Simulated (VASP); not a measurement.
# B32HN32 (a cell with a defect) in VASP: further runs, part 3 of 3

VASP 6.6.1. The steps go on from the part before.

## Step 4: Relaxation of the atoms, PBE (with an interstitial atom)

INCAR

```
  PREC = Accurate
  ENCUT = 520
  EDIFF = 1E-6
  ISMEAR = 0
  SIGMA = 0.01
  LREAL = Auto
  LASPH = T
  NELM = 100
  ALGO = Normal
  ISIF = 2
  LWAVE = F
  LCHARG = F
  GGA = PE
  IBRION = 2
  NSW = 65
  EDIFFG = -0.025
  NELECT = 258.0
```

KPOINTS

```
regular mesh
0
Gamma
  1 1 1
```

POSCAR

```
B32HN32
1.0
    5.0243623083      0.0000000000      8.3431560662
    5.0243623083      0.0000000000     -8.3431560662
   -5.0243623083      8.7024507937      0.0000000000
B N H
32 32 1
Direct
    0.2201418288      0.9478082562      0.1679500851
    0.2175220024      0.9503756052      0.4179033715
    0.2174718739      0.9504286879      0.6679062912
    0.2200819607      0.9478678296      0.9178806031
    0.4687241545      0.1993545113      0.1679448692
    0.4675277663      0.2003813691      0.4179033715
    0.4667768988      0.2011342021      0.6679111009
    0.4673529020      0.2005629295      0.9179134181
    0.7169651945      0.4509364815      0.1679016761
    0.7171098149      0.4507955852      0.4179049650
    0.7174776034      0.4504344173      0.6679062912
    0.7173504886      0.4505605162      0.9179134181
    0.9685903578      0.6992207147      0.1679448692
    0.9671093798      0.7007951501      0.4179049650
    0.9686580548      0.6991630976      0.6678211524
    0.9700127735      0.6977986424      0.9178806031
    0.5326470980      0.7994370705      0.0820865819
    0.5332231012      0.7988657979      0.3320888991
    0.5324722337      0.7996186309      0.5820966285
    0.5312758455      0.8006454887      0.8320551308
    0.7799180393      0.0521321704      0.0821193969
    0.7825281261      0.0495713121      0.3320937088
    0.7824779976      0.0496243948      0.5820966285
    0.7798581712      0.0521917438      0.8320499149
    0.0299872265      0.3022013576      0.0821193969
    0.0313419452      0.3008369024      0.3321788476
    0.0328906202      0.2992048499      0.5820950350
    0.0314096422      0.3007792853      0.8320551308
    0.2826495114      0.5494394838      0.0820865819
    0.2825223966      0.5495655827      0.3320937088
    0.2828901851      0.5492044148      0.5820950350
    0.2830348055      0.5490635185      0.8320983239
    0.4499514628      0.7154640191      0.1654154818
    0.4498095144      0.7156091768      0.4154253727
    0.4490903444      0.7163094326      0.6654130625
    0.4492704987      0.7161251372      0.9154198806
    0.6985004415      0.9669341601      0.1654176983
    0.6998161958      0.9656158583      0.4154253727
    0.6983657609      0.9670670045      0.6654327654
    0.6957231818      0.9694389011      0.9153578753
    0.9459040618      0.2196576152      0.1655616770
    0.9490883811      0.2163393292      0.4154347715
    0.9491036300      0.2163227181      0.6654130625
    0.9459189741      0.2196346935      0.9153578753
    0.1984835383      0.4669172568      0.1654176983
    0.1990954423      0.4663463904      0.4154347715
    0.1997554841      0.4656650622      0.6654205463
    0.1992947435      0.4661493820      0.9154198806
    0.3042768182      0.0305610989      0.0846421247
    0.3016342391      0.0329329955      0.3345672346
    0.3001838042      0.0343841417      0.5845746273
    0.3014995585      0.0330658399      0.8345823017
    0.5507295013      0.2838748628      0.0845801194
    0.5509096556      0.2836905674      0.3345869375
    0.5501904856      0.2843908232      0.5845746273
    0.5500485372      0.2845359809      0.8345845182
    0.8007052565      0.5338506180      0.0845801194
    0.8002445159      0.5343349378      0.3345794537
    0.8009045577      0.5336536096      0.5845652285
    0.8015164617      0.5330827432      0.8345823017
    0.0540810259      0.7803653065      0.0846421247
    0.0508963700      0.7836772819      0.3345869375
    0.0509116189      0.7836606708      0.5845652285
    0.0540959382      0.7803423848      0.8344383230
    0.0000000000      0.0000000000      0.0000000000
```

Potentials or basis: VASP PAW PBE potentials, release 64 (B, N, H).

Launch:

```console
cat potpaw_PBE.64/B/POTCAR potpaw_PBE.64/N/POTCAR potpaw_PBE.64/H/POTCAR > POTCAR
mpirun -np 1 vasp_gam > vasp.out
```

OUTCAR:

```text
PREC = Accurate
   ENCUT = 520
   EDIFF = 1E-6
   ISMEAR = 0
   LREAL = Auto
   LASPH = T
   NELM = 100
   ISIF = 2
   GGA = PE
   IBRION = 2
   NSW = 65
   EDIFFG = -0.025
   NELECT = 258.0

 ion  position               nearest neighbor table
   1  0.220  0.948  0.168-  50 1.45  61 1.45  49 1.45
   2  0.218  0.950  0.418-  62 1.45  51 1.45  50 1.45
   3  0.217  0.950  0.668-  63 1.45  51 1.45  52 1.45
   4  0.220  0.948  0.918-  52 1.45  64 1.45  49 1.45
   5  0.469  0.199  0.168-  53 1.45  54 1.45  49 1.45
   6  0.468  0.200  0.418-  54 1.45  55 1.45  50 1.45
[... 56 lines left out ...]
  63  0.051  0.784  0.585-  15 1.45  14 1.45   3 1.45
  64  0.054  0.780  0.834-  15 1.45   4 1.45  16 1.45
  65  0.000  0.000  0.000-

  LATTYP: Found a face centered orthorhombic cell.
 ALAT       =    10.0487246166
 B/A-ratio  =     1.6605402943
 C/A-ratio  =     1.7320508076

  Lattice vectors:

 A1 = (   0.0000000000,   8.7024507937,  -8.3431560662)
 A2 = (   5.0243623083,   8.7024507937,   0.0000000000)
 A3 = (   5.0243623083,   0.0000000000,  -8.3431560662)

Analysis of symmetry for initial positions (statically):
=====================================================================
 Subroutine PRICEL returns:
 Original cell was already a primitive cell.

 Routine SETGRP: Setting up the symmetry group for a
 face centered orthorhombic supercell.

 Subroutine GETGRP returns: Found  4 space group operations
 (whereof  4 operations were pure point group operations)
 out of a pool of  8 trial point group operations.

The static configuration has the point symmetry C_2h.

Analysis of symmetry for dynamics (positions and initial velocities):
=====================================================================
 Subroutine PRICEL returns:
 Original cell was already a primitive cell.

 Routine SETGRP: Setting up the symmetry group for a
 face centered orthorhombic supercell.

 Subroutine GETGRP returns: Found  4 space group operations
 (whereof  4 operations were pure point group operations)
 out of a pool of  8 trial point group operations.

The dynamic configuration has the point symmetry C_2h.

 Subroutine INISYM returns: Found  4 space group operations
 (whereof  4 operations are pure point group operations),
 and found     1 'primitive' translations

----------------------------------------------------------------------------------------

                                     Primitive cell

  volume of cell :     729.5967

  direct lattice vectors                    reciprocal lattice vectors
     5.024362308  0.000000000  8.343156066     0.099515116  0.057455079  0.059929360
     5.024362308  0.000000000 -8.343156066     0.099515116  0.057455079 -0.059929360
    -5.024362308  8.702450794  0.000000000     0.000000000  0.114910158  0.000000000

  length of vectors
     9.739223262  9.739223262 10.048724617     0.129598891  0.129598891  0.114910158

  position of ions in fractional coordinates (direct lattice)
     0.220141829  0.947808256  0.167950085
     0.217522002  0.950375605  0.417903372
     0.217471874  0.950428688  0.667906291
     0.220081961  0.947867830  0.917880603
[... 168 lines left out ...]
   PREC   = accura    normal or accurate (medium, high low for compatibility)
   ISTART =      0    job   : 0-new  1-cont  2-samecut
   ICHARG =      2    charge: 1-file 2-atom 10-const
   ISPIN  =      1    spin polarized calculation?
   LNONCOLLINEAR =      F non collinear calculations
   LSORBIT =      F    spin-orbit coupling
   LASPH  =      T    aspherical Exc in radial PAW
   ENCUT  =  520.0 eV  38.22 Ry    6.18 a.u.  18.11 18.11 18.68*2*pi/ulx,y,z
   NELM   =    100;   NELMIN=  2; NELMDL= -5     # of ELM steps
   EDIFF  = 0.1E-05   stopping-criterion for ELM
   LREAL  =      T    real-space projection
   EDIFFG = -.3E-01   stopping-criterion for IOM
   NSW    =     65    number of steps for IOM
   IBRION =      2    ionic relax: 0-MD 1-quasi-New 2-CG
   NFREE  =      1    steps in history (QN), initial steepest desc. (CG)
   ISIF   =      2    stress and relaxation
   ISYM   =      2    0-nonsym 1-usesym 2-fastsym
   POTIM  = 0.5000    time-step for ionic-motion
   TEBEG  =    0.0;   TEEND  =   0.0 temperature during run
   PSTRESS=    0.0 pullay stress
   NELECT =     258.0000    total number of electrons
   NUPDOWN=      -1.0000    fix difference up-down
   EMIN   =  10.00;   EMAX   =-10.00  energy-range for DOS
   EFERMI =   0.00;   METHOD = LEGACY
   ISMEAR =     0;   SIGMA  =   0.01  broadening in eV -4-tet -1-fermi 0-gaus
   EFERMI_NEDOS =   21; number of points for ismear=-14 and -15
   IALGO  =     38    algorithm
   IMIX   =      4    mixing-type and parameters
     AMIX     =   0.40;   BMIX     =  1.00
     AMIX_MAG =   1.60;   BMIX_MAG =  1.00
  volume/ion in A,a.u.               =      11.22        75.75
  Fermi-wavevector in a.u.,A,eV,Ry     =   1.157676  2.187691 18.234721  1.340214
  Thomas-Fermi vector in A             =   2.294285
   LORBIT       =      0    0 simple, 1 ext, 2 COOP (PROOUT), +10 PAW based schemes
   GGA     = PE    functional components
   LHFCALC =     F    Hartree Fock is set to
   AEXX    =    0.0000 exact exchange contribution
   IVDW    =     0    specifies the selected vdW correction
   LEPSILON=     F    determine dielectric tensor
   LRPA    =     F    only Hartree local field effects (RPA)
 conjugate gradient relaxation of ions
 non-spin polarized calculation
 Gauss-broadening in eV      SIGMA  =   0.01
  energy-cutoff  :      520.00
  volume of cell :      729.60
 maximum number of plane-waves:      9863
   NGX = 37   NGY = 37   NGZ = 37

--------------------------------------- Ionic step        1  -------------------------------------------

 number of electron     257.9999983 magnetization

 Free energy of the ion-electron system (eV)
  ---------------------------------------------------
  ext. energy  EPLUGINS =         0.00000000
  ---------------------------------------------------
  free energy    TOTEN  =      -560.40963812 eV

  energy without entropy =     -560.40963812  energy(sigma->0) =     -560.40963812

------------------------ aborting loop because EDIFF is reached ----------------------------------------

  FORCE on cell =-STRESS in cart. coord.  units (eV):
  Direction    XX          YY          ZZ          XY          YZ          ZX
  --------------------------------------------------------------------------------------
  -------------------------------------------------------------------------------------
  Total        3.8829205      4.1393035      8.1275083      0.0000000      0.0211755      0.0000000
  in kB        8.5268023      9.0898134     17.8478174      0.0000000      0.0465009      0.0000000
  external PRESSURE =      11.8214777 kB  Pullay stress =       0.0000000 kB
[... 278 lines left out ...]
  FREE ENERGIE OF THE ION-ELECTRON SYSTEM (eV)
  ---------------------------------------------------
  free  energy   TOTEN  =      -560.4916471533 eV

  energy  without entropy=     -560.4916471533  energy(sigma->0) =     -560.49164715

[... ionic steps 4 to 24 ...]

--------------------------------------- Ionic step       25  -------------------------------------------

 number of electron     257.9999996 magnetization

------------------------ aborting loop because EDIFF is reached ----------------------------------------
[... 193 lines left out ...]
--------------------------------------- Ionic step       27  -------------------------------------------

 number of electron     257.9999996 magnetization

 Free energy of the ion-electron system (eV)
  ---------------------------------------------------
  ext. energy  EPLUGINS =         0.00000000
  ---------------------------------------------------
  free energy    TOTEN  =      -560.58112008 eV

  energy without entropy =     -560.58112008  energy(sigma->0) =     -560.58112008

 E-fermi :   3.2920     XC(G=0):  -8.6903

 val. band max:        3.2408816559   @ k =   0.0000   0.0000   0.0000
 cond. band min:       5.0871840690   @ k =   0.0000   0.0000   0.0000
 fundamental gap:      1.8463024131
 Fermi energy:         3.2919884727

 k-point     1 :       0.0000    0.0000    0.0000
  band No.  band energies     occupation
      1     -17.0997      2.00000
      2     -17.0471      2.00000
      3     -15.9981      2.00000
      4     -15.9937      2.00000
      5     -15.9871      2.00000
      6     -15.9727      2.00000
[... 133 lines left out ...]
    140       6.1976      0.00000
    141       6.2108      0.00000
 [bands above 141 left out]

------------------------ aborting loop because EDIFF is reached ----------------------------------------

  FORCE on cell =-STRESS in cart. coord.  units (eV):
  Direction    XX          YY          ZZ          XY          YZ          ZX
  --------------------------------------------------------------------------------------
  -------------------------------------------------------------------------------------
  Total        2.8883854      3.3938718      7.1689622      0.0000000      0.0305207      0.0000000
  in kB        6.3428265      7.4528627     15.7428726      0.0000000      0.0670227      0.0000000
  external PRESSURE =       9.8461873 kB  Pullay stress =       0.0000000 kB
[... 80 lines left out ...]
  FREE ENERGIE OF THE ION-ELECTRON SYSTEM (eV)
  ---------------------------------------------------
  free  energy   TOTEN  =      -560.5811200750 eV

  energy  without entropy=     -560.5811200750  energy(sigma->0) =     -560.58112008

 reached required accuracy - stopping structural energy minimisation
```

Run time: 54 min. Hardware: 1 thread of Intel Xeon Platinum 8259CL at 2.50GHz (Skylake/Cascade Lake), shared host; peak memory 0.9 GiB.

Results:

| Item | Value |
| --- | --- |
| Free energy | -560.5811 eV |
| Energy gained by relaxing | 2.6 meV/atom |
| Ionic steps | 27 |
| Largest force after relaxing | 0.023 eV/Å |

Forces on the atoms (eV/Å):
```
B    0.000  0.002  0.002
B    0.002  0.001 -0.006
B    0.000  0.008 -0.004
B    0.005 -0.005 -0.014
B    0.004  0.004 -0.002
B   -0.002  0.001 -0.006
B    0.000 -0.001  0.000
B   -0.006 -0.004 -0.009
B    0.000 -0.003 -0.002
B   -0.004  0.004 -0.001
B    0.000  0.008 -0.004
B    0.006 -0.004 -0.009
B   -0.004  0.004 -0.002
B    0.004  0.004 -0.001
B    0.000 -0.007  0.004
B   -0.005 -0.005 -0.014
B    0.006  0.004  0.009
B    0.000  0.001  0.000
B    0.002 -0.001  0.006
B   -0.004 -0.004  0.002
B   -0.005  0.005  0.014
B    0.000 -0.008  0.004
B   -0.002 -0.001  0.006
B    0.000 -0.002 -0.002
B    0.005  0.005  0.014
B    0.000  0.007 -0.004
B   -0.004 -0.004  0.001
B    0.004 -0.004  0.002
B   -0.006  0.004  0.009
B    0.000 -0.008  0.004
B    0.004 -0.004  0.001
B    0.000  0.003  0.002
N    0.000 -0.002  0.006
N    0.000  0.004  0.005
N   -0.001 -0.004 -0.010
N   -0.008 -0.001 -0.011
N   -0.005  0.003 -0.023
N    0.000  0.004  0.005
N    0.000 -0.009 -0.020
N    0.013  0.001  0.005
N    0.000 -0.009  0.002
N   -0.001  0.008 -0.007
N    0.001 -0.004 -0.010
N   -0.013  0.001  0.005
N    0.005  0.003 -0.023
N    0.001  0.008 -0.007
N    0.000 -0.001  0.009
N    0.008 -0.001 -0.011
N   -0.013 -0.001 -0.005
N    0.000  0.009  0.020
N    0.000 -0.004 -0.005
N    0.005 -0.003  0.023
N    0.008  0.001  0.011
N    0.001  0.004  0.010
N    0.000 -0.004 -0.005
N    0.000  0.002 -0.006
N   -0.008  0.001  0.011
N    0.000  0.001 -0.009
N   -0.001 -0.008  0.007
N   -0.005 -0.003  0.023
N    0.013 -0.001 -0.005
N   -0.001  0.004  0.010
N    0.001 -0.008  0.007
N    0.000  0.009 -0.002
H    0.000  0.000  0.000
```

Step by step:
```tsv
step	energy change (eV)	largest force (eV/Å)	pressure (GPa)
1	0.0000	0.7635	1.18
2	0.1971	1.9477	1.32
3	-0.0820	0.4832	1.19
4	-0.1359	0.2338	1.10
5	-0.1436	0.1343	1.13
6	-0.1466	0.2048	1.11
7	-0.1494	0.1178	1.12
8	-0.1560	0.0805	1.11
9	-0.1568	0.1017	1.10
10	-0.1603	0.0669	1.09
11	-0.1604	0.0716	1.09
12	-0.1630	0.0466	1.08
13	-0.1638	0.0765	1.07
14	-0.1655	0.0456	1.06
15	-0.1655	0.0460	1.06
16	-0.1662	0.0388	1.06
17	-0.1665	0.0455	1.05
18	-0.1671	0.0524	1.05
19	-0.1672	0.0559	1.04
20	-0.1676	0.0544	1.04
21	-0.1684	0.0501	1.03
22	-0.1689	0.0745	1.02
23	-0.1693	0.0696	1.02
24	-0.1701	0.0557	1.01
25	-0.1709	0.0422	0.98
26	-0.1713	0.0309	0.98
27	-0.1715	0.0232	0.98
```

Final structure:
```cif
data_structure
_symmetry_space_group_name_H-M 'P 1'
_symmetry_Int_Tables_number 1
_cell_length_a 9.7392
_cell_length_b 9.7392
_cell_length_c 10.0487
_cell_angle_alpha 104.948
_cell_angle_beta 104.948
_cell_angle_gamma 117.886
_cell_volume 729.60
loop_
_atom_site_label
_atom_site_type_symbol
_atom_site_fract_x
_atom_site_fract_y
_atom_site_fract_z
_atom_site_occupancy
B1 B 0.21976 0.94692 0.16668 1
B2 B 0.21691 0.95099 0.41759 1
B3 B 0.21665 0.95133 0.66834 1
B4 B 0.21929 0.94742 0.91854 1
B5 B 0.46981 0.19674 0.16748 1
B6 B 0.46660 0.20068 0.41759 1
B7 B 0.46546 0.20259 0.66805 1
B8 B 0.46567 0.20165 0.91798 1
B9 B 0.71668 0.45096 0.16764 1
B10 B 0.71752 0.45023 0.41800 1
B11 B 0.71702 0.45170 0.66834 1
B12 B 0.71633 0.45231 0.91798 1
B13 B 0.97074 0.69767 0.16748 1
B14 B 0.96778 0.70049 0.41800 1
B15 B 0.97121 0.69748 0.66869 1
B16 B 0.97112 0.69925 0.91854 1
B17 B 0.53433 0.79835 0.08202 1
B18 B 0.53454 0.79741 0.33195 1
B19 B 0.53340 0.79932 0.58241 1
B20 B 0.53019 0.80326 0.83252 1
B21 B 0.78071 0.05258 0.08146 1
B22 B 0.78335 0.04867 0.33166 1
B23 B 0.78309 0.04901 0.58241 1
B24 B 0.78024 0.05308 0.83332 1
B25 B 0.02888 0.30075 0.08146 1
B26 B 0.02879 0.30252 0.33131 1
B27 B 0.03222 0.29951 0.58200 1
B28 B 0.02926 0.30233 0.83252 1
B29 B 0.28367 0.54769 0.08202 1
B30 B 0.28298 0.54830 0.33166 1
B31 B 0.28248 0.54977 0.58200 1
B32 B 0.28332 0.54904 0.83236 1
N1 N 0.45176 0.71361 0.16537 1
N2 N 0.45087 0.71450 0.41539 1
N3 N 0.44862 0.71671 0.66534 1
N4 N 0.44982 0.71553 0.91543 1
N5 N 0.70023 0.96555 0.16521 1
N6 N 0.70089 0.96451 0.41539 1
N7 N 0.69938 0.96636 0.66574 1
N8 N 0.69057 0.97326 0.91503 1
N9 N 0.94173 0.22448 0.16621 1
N10 N 0.94856 0.21678 0.41543 1
N11 N 0.94863 0.21672 0.66534 1
N12 N 0.94177 0.22446 0.91503 1
N13 N 0.19966 0.46498 0.16521 1
N14 N 0.19865 0.46687 0.41543 1
N15 N 0.19895 0.46646 0.66541 1
N16 N 0.19990 0.46561 0.91543 1
N17 N 0.30943 0.02674 0.08497 1
N18 N 0.30062 0.03364 0.33426 1
N19 N 0.29911 0.03549 0.58461 1
N20 N 0.29977 0.03445 0.83479 1
N21 N 0.55018 0.28447 0.08457 1
N22 N 0.55138 0.28329 0.33466 1
N23 N 0.54913 0.28550 0.58461 1
N24 N 0.54824 0.28639 0.83463 1
N25 N 0.80010 0.53439 0.08457 1
N26 N 0.80105 0.53354 0.33459 1
N27 N 0.80135 0.53313 0.58457 1
N28 N 0.80034 0.53502 0.83479 1
N29 N 0.05823 0.77554 0.08497 1
N30 N 0.05137 0.78328 0.33466 1
N31 N 0.05144 0.78322 0.58457 1
N32 N 0.05827 0.77552 0.83379 1
H1 H 0.00000 0.00000 0.00000 1
```

Caveat: the k points lie up to 0.81 Å⁻¹ apart; the cell carries a net charge on a neutralising background, which shifts energy and pressure; the cell differs from its parent crystal (with an interstitial atom); the cell is charged against a uniform background, so pressure and absolute levels hang on convention.
